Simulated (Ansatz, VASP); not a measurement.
**Pd in VASP and in Ansatz**

```
Pd
1.0
     2.76759    0.00000    0.00000
    -1.38380    2.39680    0.00000
     0.00000    0.00000    9.15405
Pd
4
Direct
  0.00000 0.00000 0.00000
  0.00000 0.00000 0.50000
  0.33333 0.66667 0.25000
  0.66667 0.33333 0.75000
```

Alike in both runs: task single point; functional RPBE; k mesh 14 × 14 × 4; occupations fermi-dirac, width 0.05 eV; collinear spin.

|  | VASP | Ansatz |
| --- | --- | --- |
| version | VASP 6.6.1 | Ansatz 0.2.0 |
| potentials or method | VASP PAW PBE potentials, release 64 (Pd), cutoff 520 eV | plane waves (420 eV) with PAW, scalar-relativistic |
| valence electrons in the cell | 40 | 72 |

VASP gave:

```
pressure (GPa)                                                : 6.7
traceless stress, the component that is largest in VASP (GPa) : -0.76
net moment per atom (μB)                                      : 0.36
size of the moment on the site where the two differ most (μB) : 0.37
```

**Question.** Estimate Ansatz's values.

**Answer.** Pressure (GPa): 7.0; traceless stress, the component that is largest in VASP (GPa): -0.75; net moment per atom (μB): 0.36; size of the moment on the site where the two differ most (μB): 0.38.

VASP's potentials were made for PBE, not for RPBE. Site moments also hang on the region over which each program counts them. VASP's potentials hold 40 valence electrons a cell and Ansatz's 72, so a difference there can come from the potentials and not from the codes.
